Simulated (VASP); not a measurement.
# Ca5GeN2 (I4/mmm) in VASP: further runs

The runs below take Ca5GeN2 through relaxation of cell and atoms, single point, with PBE.

All numbers are computed with VASP 6.6.1; they aren't measurements. Logs are shortened: lines on timing, memory, paths and dates and some standing lists are left out, and cuts for length are marked.

### Step 1. The cell of the first run

Symmetry: I4/mmm, No. 139, tetragonal system. The conventional cell has a = 4.417 Å, b = 4.417 Å, c = 15.998 Å, α = 90.00°, β = 90.00°, γ = 90.00°. Within 4.1 Å of Ca (site symmetry 4/mmm) lie 4 Ge at 3.12 Å and 8 Ca at 3.20 Å and 2 N at 3.95 Å. Within 3.6 Å of Ca (site symmetry 2mm) lie 4 N at 2.74 to 2.81 Å and 7 Ca at 3.12 to 3.37 Å and 2 Ge at 3.20 Å. Within 4.1 Å of Ge (site symmetry 4/mmm) lie 12 Ca at 3.12 to 3.20 Å and 2 N at 4.05 Å. Within 3.6 Å of N (site symmetry 4mm) lie 8 Ca at 2.74 to 2.81 Å and 4 N at 3.12 Å.

The cell was built from a structure type or drawn by symmetry, and may not be a known phase.

### Step 2. Relaxation of cell and atoms, PBE

Input file INCAR:

```
PREC = Accurate ; ENCUT = 600
EDIFF = 1E-7 ; ISMEAR = 0
SIGMA = 0.15 ; LREAL = F
LASPH = T ; NELM = 80
ALGO = Normal ; ISIF = 3
LWAVE = F ; LCHARG = F
GGA = PE ; IBRION = 2
NSW = 36 ; EDIFFG = -0.08
```

Input file KPOINTS:

```
Automatic mesh
0
Gamma
  4 4 4
```

Input file POSCAR:

```
Ca5GeN2
1.0
   -2.2084141500      2.2084141500      7.9991830900
    2.2084141500     -2.2084141500      7.9991830900
    2.2084141500      2.2084141500     -7.9991830900
Ca Ge N
5 1 2
Direct
    0.5000000000      0.5000000000      0.0000000000
    0.8551761700      0.3551761700      0.5000000000
    0.3551761700      0.8551761700      0.5000000000
    0.1448238300      0.6448238300      0.5000000000
    0.6448238300      0.1448238300      0.5000000000
    0.0000000000      0.0000000000      0.0000000000
    0.7466854500      0.7466854500      0.0000000000
    0.2533145500      0.2533145500      0.0000000000
```

Potentials or basis: VASP PAW PBE potentials, release 64 (Ca_sv, Ge_d, N).

Run with:

```
> cat potpaw_PBE.64/Ca_sv/POTCAR potpaw_PBE.64/Ge_d/POTCAR potpaw_PBE.64/N/POTCAR > POTCAR
> mpirun -np 1 vasp_std > vasp.out
```

OUTCAR:

```text
PREC = Accurate
   ENCUT = 600
   EDIFF = 1E-7
   ISMEAR = 0
   LREAL = F
   LASPH = T
   NELM = 80
   ISIF = 3
   GGA = PE
   IBRION = 2
   NSW = 36
   EDIFFG = -0.08

 ion  position               nearest neighbor table
   1  0.500  0.500  0.000-
   2  0.855  0.355  0.500-   3 3.12   3 3.12   3 3.12   3 3.12
   3  0.355  0.855  0.500-   2 3.12   2 3.12   2 3.12   2 3.12
   4  0.145  0.645  0.500-   5 3.12   5 3.12   5 3.12   5 3.12
   5  0.645  0.145  0.500-   4 3.12   4 3.12   4 3.12   4 3.12
   6  0.000  0.000  0.000-
   7  0.747  0.747  0.000-
   8  0.253  0.253  0.000-

  LATTYP: Found a body centered tetragonal cell.
 ALAT       =     4.4168283000
 C/A-ratio  =     3.6221390313

  Lattice vectors:

 A1 = (  -2.2084141500,   2.2084141500,   7.9991830900)
 A2 = (   2.2084141500,  -2.2084141500,   7.9991830900)
 A3 = (   2.2084141500,   2.2084141500,  -7.9991830900)

Analysis of symmetry for initial positions (statically):
=====================================================================
 Subroutine PRICEL returns:
 Original cell was already a primitive cell.

 Routine SETGRP: Setting up the symmetry group for a
 body centered tetragonal supercell.

 Subroutine GETGRP returns: Found 16 space group operations
 (whereof 16 operations were pure point group operations)
 out of a pool of 16 trial point group operations.

The static configuration has the point symmetry D_4h.

Analysis of symmetry for dynamics (positions and initial velocities):
=====================================================================
 Subroutine PRICEL returns:
 Original cell was already a primitive cell.

 Routine SETGRP: Setting up the symmetry group for a
 body centered tetragonal supercell.

 Subroutine GETGRP returns: Found 16 space group operations
 (whereof 16 operations were pure point group operations)
 out of a pool of 16 trial point group operations.

The dynamic configuration has the point symmetry D_4h.

 Subroutine INISYM returns: Found 16 space group operations
 (whereof 16 operations are pure point group operations),
 and found     1 'primitive' translations

----------------------------------------------------------------------------------------

                                     Primitive cell

  volume of cell :     156.0510

  direct lattice vectors                    reciprocal lattice vectors
    -2.208414150  2.208414150  7.999183090     0.000000000  0.226406809  0.062506383
     2.208414150 -2.208414150  7.999183090     0.226406809  0.000000000  0.062506383
     2.208414150  2.208414150 -7.999183090     0.226406809  0.226406809  0.000000000

  length of vectors
     8.587264770  8.587264770  8.587264770     0.234876757  0.234876757  0.320187579

  position of ions in fractional coordinates (direct lattice)
     0.500000000  0.500000000  0.000000000
     0.855176170  0.355176170  0.500000000
     0.355176170  0.855176170  0.500000000
     0.144823830  0.644823830  0.500000000
     0.644823830  0.144823830  0.500000000
     0.000000000  0.000000000  0.000000000
     0.746685450  0.746685450  0.000000000
     0.253314550  0.253314550  0.000000000

  ion indices of the primitive-cell ions
   primitive index   ion index
                 1           1
                 2           2
                 3           3
                 4           4
                 5           5
                 6           6
                 7           7
                 8           8

----------------------------------------------------------------------------------------

 KPOINTS: Automatic mesh

Automatic generation of k-mesh.
 Grid dimensions read from file:
 generate k-points for:    4    4    4

 Generating k-lattice:

  Cartesian coordinates                     Fractional coordinates (reciprocal lattice)
     0.000000000  0.056601702  0.015626596     0.250000000  0.000000000 -0.000000000
     0.056601702  0.000000000  0.015626596     0.000000000  0.250000000 -0.000000000
     0.056601702  0.056601702  0.000000000     0.000000000  0.000000000  0.250000000

  Length of vectors
     0.058719189  0.058719189  0.080046895

  Shift w.r.t. Gamma in fractional coordinates (k-lattice)
     0.000000000  0.000000000  0.000000000

 Subroutine IBZKPT returns following result:
 ===========================================

 Found     13 irreducible k-points:

 Following reciprocal coordinates:
            Coordinates               Weight
  0.000000  0.000000  0.000000      1.000000
  0.250000  0.000000  0.000000      8.000000
  0.500000  0.000000  0.000000      4.000000
  0.250000  0.250000  0.000000      8.000000
  0.500000  0.250000 -0.000000     16.000000
 -0.250000  0.250000  0.000000      4.000000
  0.500000  0.500000  0.000000      2.000000
  0.250000  0.250000  0.250000      2.000000
 -0.250000  0.250000  0.250000      4.000000
  0.500000  0.500000  0.250000      4.000000
 -0.250000  0.500000  0.250000      8.000000
 -0.250000 -0.250000  0.250000      2.000000
  0.500000  0.500000  0.500000      1.000000
   k-points           NKPTS =     13   k-points in BZ     NKDIM =     13   number of bands    NBANDS=     44
   number of dos      NEDOS =    301   number of ions     NIONS =      8
   total plane-waves  NPLWV = 343000
   dimension x,y,z NGX =    70 NGY =   70 NGZ =   70
   dimension x,y,z NGXF=   140 NGYF=  140 NGZF=  140
   ions per type =               5   1   2
   NGX,Y,Z   is equivalent  to a cutoff of  13.55, 13.55, 13.55 a.u.
   NGXF,Y,Z  is equivalent  to a cutoff of  27.10, 27.10, 27.10 a.u.
 SYSTEM =  unknown system
   PREC   = accura    normal or accurate (medium, high low for compatibility)
   ISTART =      0    job   : 0-new  1-cont  2-samecut
   ICHARG =      2    charge: 1-file 2-atom 10-const
   ISPIN  =      1    spin polarized calculation?
   LNONCOLLINEAR =      F non collinear calculations
   LSORBIT =      F    spin-orbit coupling
   LASPH  =      T    aspherical Exc in radial PAW
   ENCUT  =  600.0 eV  44.10 Ry    6.64 a.u.  17.15 17.15 17.15*2*pi/ulx,y,z
   NELM   =     80;   NELMIN=  2; NELMDL= -5     # of ELM steps
   EDIFF  = 0.1E-06   stopping-criterion for ELM
   LREAL  =      F    real-space projection
   EDIFFG = -.8E-01   stopping-criterion for IOM
   NSW    =     36    number of steps for IOM
   IBRION =      2    ionic relax: 0-MD 1-quasi-New 2-CG
   NFREE  =      1    steps in history (QN), initial steepest desc. (CG)
   ISIF   =      3    stress and relaxation
   ISYM   =      2    0-nonsym 1-usesym 2-fastsym
   POTIM  = 0.5000    time-step for ionic-motion
   TEBEG  =    0.0;   TEEND  =   0.0 temperature during run
   PSTRESS=    0.0 pullay stress
   NELECT =      74.0000    total number of electrons
   NUPDOWN=      -1.0000    fix difference up-down
   EMIN   =  10.00;   EMAX   =-10.00  energy-range for DOS
   EFERMI =   0.00;   METHOD = LEGACY
   ISMEAR =     0;   SIGMA  =   0.15  broadening in eV -4-tet -1-fermi 0-gaus
   EFERMI_NEDOS =   21; number of points for ismear=-14 and -15
   IALGO  =     38    algorithm
   IMIX   =      4    mixing-type and parameters
     AMIX     =   0.40;   BMIX     =  1.00
     AMIX_MAG =   1.60;   BMIX_MAG =  1.00
  volume/ion in A,a.u.               =      19.51       131.64
  Fermi-wavevector in a.u.,A,eV,Ry     =   1.276625  2.412471 22.174369  1.629770
  Thomas-Fermi vector in A             =   2.409270
   LORBIT       =      0    0 simple, 1 ext, 2 COOP (PROOUT), +10 PAW based schemes
   GGA     = PE    functional components
   LHFCALC =     F    Hartree Fock is set to
   AEXX    =    0.0000 exact exchange contribution
   IVDW    =     0    specifies the selected vdW correction
   LEPSILON=     F    determine dielectric tensor
   LRPA    =     F    only Hartree local field effects (RPA)
 conjugate gradient relaxation of ions
 non-spin polarized calculation
 Gauss-broadening in eV      SIGMA  =   0.15
  energy-cutoff  :      600.00
  volume of cell :      156.05
 maximum number of plane-waves:      5240
 NGX is ok and might be reduce to    70
   NGX = 35   NGY = 35   NGZ = 35

--------------------------------------- Ionic step        1  -------------------------------------------

 number of electron      74.0000004 magnetization

 Free energy of the ion-electron system (eV)
  ---------------------------------------------------
  ext. energy  EPLUGINS =         0.00000000
  ---------------------------------------------------
  free energy    TOTEN  =       -31.05909424 eV

  energy without entropy =      -30.97373670  energy(sigma->0) =      -31.01641547

------------------------ aborting loop because EDIFF is reached ----------------------------------------

  FORCE on cell =-STRESS in cart. coord.  units (eV):
  Direction    XX          YY          ZZ          XY          YZ          ZX
  --------------------------------------------------------------------------------------
  -------------------------------------------------------------------------------------
  Total        5.0885012      5.0885012     -7.9260037      0.0000000      0.0000000      0.0000000
  in kB       52.2436834     52.2436834    -81.3763451      0.0000000      0.0000000      0.0000000
  external PRESSURE =       7.7036739 kB  Pullay stress =       0.0000000 kB
[... 107 lines left out ...]
  FREE ENERGIE OF THE ION-ELECTRON SYSTEM (eV)
  ---------------------------------------------------
  free  energy   TOTEN  =       -33.5812690542 eV

  energy  without entropy=      -33.5787838787  energy(sigma->0) =      -33.58002647

 E-fermi :   4.7431     XC(G=0): -10.0637

 val. band max:        4.5609085871   @ k =   0.5000   0.5000   0.5000
 cond. band min:       4.8625375112   @ k =   0.5000   0.5000   0.0000
 fundamental gap:      0.3016289241
 Fermi energy:         4.7430953753

 k-point     1 :       0.0000    0.0000    0.0000
  band No.  band energies     occupation
      1     -36.9134      2.00000
      2     -36.2767      2.00000
      3     -36.1479      2.00000
      4     -35.9600      2.00000
      5     -35.8427      2.00000
      6     -18.7613      2.00000
[... 600 lines left out ...]
     43       6.5531      0.00000
     44       6.6267      0.00000

[... ionic steps 4 to 27 ...]

--------------------------------------- Ionic step       28  -------------------------------------------

 number of electron      73.9999999 magnetization

------------------------ aborting loop because EDIFF is reached ----------------------------------------

  FORCE on cell =-STRESS in cart. coord.  units (eV):
  Direction    XX          YY          ZZ          XY          YZ          ZX
  --------------------------------------------------------------------------------------
  -------------------------------------------------------------------------------------
  Total        0.0589874      0.0589874      1.2450752      0.0000000      0.0000000      0.0000000
  in kB        0.5253253      0.5253253     11.0882919      0.0000000      0.0000000      0.0000000
  external PRESSURE =       4.0463142 kB  Pullay stress =       0.0000000 kB
[... 69 lines left out ...]
  energy  without entropy=      -35.3974315830  energy(sigma->0) =      -35.39792207

--------------------------------------- Ionic step       30  -------------------------------------------

 number of electron      73.9999999 magnetization

 Free energy of the ion-electron system (eV)
  ---------------------------------------------------
  ext. energy  EPLUGINS =         0.00000000
  ---------------------------------------------------
  free energy    TOTEN  =       -35.40337414 eV

  energy without entropy =      -35.40227017  energy(sigma->0) =      -35.40282216

 E-fermi :   3.5605     XC(G=0):  -9.2481

 val. band max:        3.3722743870   @ k =   0.0000   0.0000   0.0000
 cond. band min:       3.7194024121   @ k =   0.0000   0.0000   0.0000
 fundamental gap:      0.3471280251
 Fermi energy:         3.5604667562

 k-point     1 :       0.0000    0.0000    0.0000
  band No.  band energies     occupation
      1     -37.2694      2.00000
      2     -37.2406      2.00000
      3     -37.1993      2.00000
      4     -37.1820      2.00000
      5     -37.0599      2.00000
      6     -19.7942      2.00000
[... 635 lines left out ...]
  FREE ENERGIE OF THE ION-ELECTRON SYSTEM (eV)
  ---------------------------------------------------
  free  energy   TOTEN  =       -35.4033741440 eV

  energy  without entropy=      -35.4022701740  energy(sigma->0) =      -35.40282216

 reached required accuracy - stopping structural energy minimisation
```

Run time: 71 min. Hardware: 1 thread of Intel Xeon 6975P-C (Granite Rapids), shared host; peak memory 0.85 GiB.

Results:

```
Free energy                           : -35.4034 eV
Relaxed volume                        : 22.44 Å³/atom
Relaxed cell                          : a = 8.494 Å, b = 8.494 Å, c = 8.494 Å, α = 147.17°, β = 147.17°, γ = 47.12°
Space group after relaxing (to 0.1 Å) : I4/mmm (No. 139)
Energy gained by relaxing             : 543.0 meV/atom
Ionic steps                           : 30
Pressure after relaxing               : -0.3 GPa
Largest force after relaxing          : 0.060 eV/Å
Band gap on the k mesh                : 0.35 eV
```

Forces in eV/Å, atoms in the order of the input:
```
Ca   0.000  0.000  0.000
Ca   0.000  0.000  0.060
Ca   0.000  0.000  0.060
Ca   0.000  0.000 -0.060
Ca   0.000  0.000 -0.060
Ge   0.000  0.000  0.000
N    0.000  0.000  0.002
N    0.000  0.000 -0.002
```

The path:
```csv
step,energy change (eV),largest force (eV/Å),pressure (GPa),volume (Å³)
1,0.0000,3.0492,0.77,156.05
2,-2.0445,2.0504,-1.04,157.85
3,-2.5222,1.2933,-1.46,158.77
4,-2.5316,1.2946,-1.47,158.67
5,-2.9794,0.9908,0.76,154.38
6,-3.0551,0.7238,2.48,152.02
7,-3.2853,0.4443,1.12,157.92
8,-3.2857,0.4360,1.09,158.15
9,-3.3441,0.4852,-0.60,163.09
10,-3.3509,0.5011,-1.31,165.41
11,-3.4033,0.4592,-1.17,165.10
12,-3.5342,0.5853,-0.66,164.14
13,-3.6676,1.2141,0.67,162.03
14,-3.6988,1.1857,0.73,162.05
15,-3.7873,1.1075,0.92,162.10
16,-3.9374,0.9742,1.46,162.19
17,-4.0022,0.7942,3.38,162.30
18,-4.0298,0.8550,2.27,162.26
19,-4.0366,0.8251,2.53,162.27
20,-4.1339,0.6489,1.66,165.00
21,-4.2753,0.2035,-0.59,173.34
22,-4.2792,0.2414,-0.93,174.87
23,-4.2981,0.2361,-0.36,173.78
24,-4.3046,0.2295,0.25,172.70
25,-4.3096,0.2082,0.25,173.02
26,-4.3225,0.1412,0.25,174.00
27,-4.3377,0.0919,0.27,175.95
28,-4.3153,0.4118,0.40,179.90
29,-4.3393,0.1131,0.30,176.70
30,-4.3443,0.0598,-0.29,179.50
```

Final structure:
```
Ca Ge N
1.0
    -2.40065    2.40065    7.78651
     2.40065   -2.40065    7.78651
     2.40065    2.40065   -7.78651
Ca Ge N
5 1 2
Direct
  0.50000 0.50000 0.00000
  0.85691 0.35691 0.50000
  0.35691 0.85691 0.50000
  0.14309 0.64309 0.50000
  0.64309 0.14309 0.50000
  0.00000 0.00000 0.00000
  0.65740 0.65740 0.00000
  0.34260 0.34260 0.00000
```

Caveat: the volume moved by over 15 % at a fixed basis, so the end points are rough; the relaxation stopped at a loose force limit of 0.08 eV/Å, so its end isn't a converged minimum. A k mesh can miss the band edges.

### Step 3. Single point, PBE

This run uses another cell than the first one, of 22.24 Å³/atom.

Input file INCAR:

```
SYSTEM = Ca5GeN2
  ALGO = Normal
  EDIFF = 1E-6
  ENCUT = 520
  GGA = PE
  ISIF = 2
  ISMEAR = 0
  LASPH = .True.
  LCHARG = .True.
  LELF = .True.
  LREAL = .False.
  LVHAR = .True.
  LWAVE = .False.
  NBANDS = 47
  NELM = 60
  PREC = Accurate
  SIGMA = 0.15
```

Input file KPOINTS:

```
k-points
0
Gamma
  4 4 4
  0 0 0
```

Input file POSCAR:

```
Ca5GeN2
1.0
   -2.3864513680      2.3864513680      7.8087944527
    2.3864513680     -2.3864513680      7.8087944527
    2.3864513680      2.3864513680     -7.8087944527
Ca Ge N
5 1 2
Direct
    0.5000000000      0.5000000000      0.0000000000
    0.8574279406      0.3574279406      0.5000000000
    0.3574279406      0.8574279406      0.5000000000
    0.1425720594      0.6425720594      0.5000000000
    0.6425720594      0.1425720594      0.5000000000
    0.0000000000      0.0000000000      0.0000000000
    0.6569557617      0.6569557617      0.0000000000
    0.3430442383      0.3430442383      0.0000000000
```

Potentials or basis: VASP PAW PBE potentials, release 64 (Ca_sv, Ge_d, N).

Run with:

```
> cat potpaw_PBE.64/Ca_sv/POTCAR potpaw_PBE.64/Ge_d/POTCAR potpaw_PBE.64/N/POTCAR > POTCAR
> mpirun -np 1 vasp_std > vasp.out
```

Run time: 3.7 min. Hardware: 1 thread of AMD EPYC 9R45 (Zen 5), shared host; peak memory 0.53 GiB.

Results (log left out):

* Free energy: -35.4077 eV
* Pressure: 0.5 GPa
* Largest force: 0.016 eV/Å
* Band gap on the k mesh: 0.33 eV

Forces in eV/Å, atoms in the order of the input:
```
Ca   0.000  0.000  0.000
Ca   0.000  0.000  0.009
Ca   0.000  0.000  0.009
Ca   0.000  0.000 -0.009
Ca   0.000  0.000 -0.009
Ge   0.000  0.000  0.000
N    0.000  0.000  0.016
N    0.000  0.000 -0.016
```

Stress tensor (GPa, compression positive):
```
0.68 0.00 0.00
0.00 0.68 0.00
0.00 0.00 0.01
```

Levels at points of the mesh, in eV from the valence-band top:
```csv
k point,band 34,band 35,band 36,band 37,band 38,band 39,band 40,band 41
"(0.00, 0.00, 0.00)",-0.88,-0.50,0.00,0.00,0.33,1.00,1.05,1.50
"(0.50, 0.00, 0.00)",-1.28,-1.17,-0.98,-0.63,1.24,1.67,1.78,2.23
"(0.50, 0.50, 0.00)",-1.76,-1.18,-1.17,-0.87,1.73,1.78,2.14,2.24
"(0.50, 0.50, 0.50)",-0.86,-0.86,-0.29,-0.29,0.40,0.73,1.71,1.91
```

A k mesh can miss the band edges.
